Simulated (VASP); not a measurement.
The system is CoO.

```xyz
2
Lattice="1.5350 0.8862 2.4878 -1.5350 0.8862 2.4878 0.0000 -1.7725 2.4878" Properties=species:S:1:pos:R:3 pbc="T T T"
Co    0.0000    0.0000    0.0000
O     0.0000    0.0000    3.7317
```

Base run:

```yaml
Program: VASP 6.6.1
Functional: PBEsol
Potentials_or_basis: VASP PAW PBE potentials, release 64 (Co, O)
Cutoff: 520 eV
k_mesh: 11 × 11 × 11
Occupations: fermi-dirac, width 0.05 eV
Spin: collinear spin, ferromagnetic start
Starting_moments: "[2.0, 0.0] μB"
```

Its results: band gap on the k mesh zero (filled and empty bands overlap); pressure -17.9 GPa; net moment 2.99 μB per cell; site moments Co +2.60; O +0.33 μB.

**Question.** The run is repeated on the same cell with these changes: functional from PBEsol to PBE0; k mesh from 11 × 11 × 11 to 6 × 6 × 6. What comes out?

**Answer.** Band gap on the k mesh zero (filled and empty bands overlap); pressure -13.9 GPa; net moment 3.00 μB per cell; site moments Co +2.72; O +0.26 μB.

Several settings changed at once.

Caveats: some runs use coarse meshes; the PAW data sets were made with another functional, which shifts forces and pressure a little; a cell with one magnetic atom can't hold antiferromagnetic order, which such compounds often take; the cell stands under tension (at least some runs); semilocal functionals often make such compounds metallic where correlation or magnetic order opens a gap, which also shifts bond lengths (at least some runs).
